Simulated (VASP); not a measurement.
Cs2AgBiBr6:

```
Bi Cs Ag Br
1.0
     0.00000    5.61610    5.61610
     5.61610    0.00000    5.61610
     5.61610    5.61610    0.00000
Bi Cs Ag Br
1 2 1 6
Cartesian
  0.0000 0.0000 0.0000
  8.4242 8.4242 8.4242
  2.8081 2.8081 2.8081
  5.6161 5.6161 5.6161
  5.6161 5.6161 8.4180
  5.6161 5.6161 2.8142
  2.8142 5.6161 5.6161
  5.6161 8.4180 5.6161
  8.4180 5.6161 5.6161
  5.6161 2.8142 5.6161
```

Base run:

| Property | Result |
| --- | --- |
| Program | VASP 6.6.1 |
| Functional | PBEsol |
| Potentials or basis | VASP PAW PBE potentials, release 64 (Bi_d, Cs_sv, Ag_sv_GW, Br) |
| Cutoff | 630 eV |
| k mesh | 4 × 4 × 4 |
| Occupations | fermi-dirac, width 0.05 eV |
| Spin | no spin polarisation |
| Hubbard terms | Ag d U = 8.0 eV |

Its results: band gap on the k mesh 1.60 eV (least direct gap 2.66 eV); pressure 0.2 GPa; largest force 0.196 eV/Å.

**Question.** The run is repeated on the same cell with these changes: hubbard terms from Ag d U = 8.0 eV to Ag d U = 6.0 eV. What comes out?

**Answer.** Band gap on the k mesh 1.51 eV (least direct gap 2.64 eV); pressure 0.1 GPa; largest force 0.221 eV/Å.

Caveats: the PAW data sets were made with another functional, which shifts forces and pressure a little; spin-orbit coupling is left out, which moves the levels of the heavy elements.

A k mesh can miss the band edges.
